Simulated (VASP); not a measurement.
Set up this calculation in VASP 6.6.1, as the native input.

| Property | Result |
| --- | --- |
| Task | single point |
| Functional | PBEsol |
| Potentials or basis | VASP PAW PBE potentials, release 64 (Hf_pv, O) |
| Cutoff | 520 eV |
| k mesh | 6 × 6 × 6 |
| Occupations | gaussian, width 0.05 eV |
| Spin | no spin polarisation |
| Dipole correction | no |
| Further INCAR settings | ALGO = Normal; EDIFF = 1e-06; NBANDS = 31 |

The structure of HfO2 lies in POSCAR:

```
HfO2
1.0
    0.0000000000     -2.5220673945     -2.5220673945
    0.0000000000      2.5220673945     -2.5220673945
    5.0441347890      0.0000000000      0.0000000000
Hf O
2 4
Direct
    0.0095953027     -0.0095953027      0.0000000000
    0.4904046973      0.5095953027      0.5000000000
   -0.0003817119      0.4996182881      0.6699069777
    0.5003817119      0.0003817119      0.3300930223
   -0.0003817119      0.4996182881      0.1699069777
    0.5003817119      0.0003817119      0.8300930223
```

This cell differs from its parent crystal: atoms displaced along several vibrational modes.

These files were run (other wordings do the same):

INCAR

```
  PREC = Accurate
  ENCUT = 520
  EDIFF = 1E-6
  ISMEAR = 0
  SIGMA = 0.05
  LREAL = F
  LASPH = T
  NELM = 100
  ALGO = Normal
  ISIF = 2
  LWAVE = F
  LCHARG = T
  GGA = PS
  LELF = T
  LVHAR = T
  NBANDS = 31
```

KPOINTS

```
regular mesh
0
Gamma
  6 6 6
```

Potentials or basis: VASP PAW PBE potentials, release 64 (Hf_pv, O).

Command:

```bash
$ cat potpaw_PBE.64/Hf_pv/POTCAR potpaw_PBE.64/O/POTCAR > POTCAR
$ mpirun -np 1 vasp_std > vasp.out
```

It gave:

```json
{"Pressure": "13.9 GPa", "Largest force": "1.492 eV/Å", "Band gap on the k mesh": "4.31 eV (least direct gap 4.47 eV)"}
```

Caveat: the cell differs from its parent crystal (atoms displaced along several vibrational modes); the stress differs along the axes, from 11 to 20 GPa; the PAW data sets were made with another functional, which shifts forces and pressure a little; spin-orbit coupling is left out, which moves the levels of the heavy elements.

Run time: 50 s on 1 thread of Intel(R) Xeon(R) 6975P-C (Granite Rapids) (shared host), peak memory 0.25 GiB.
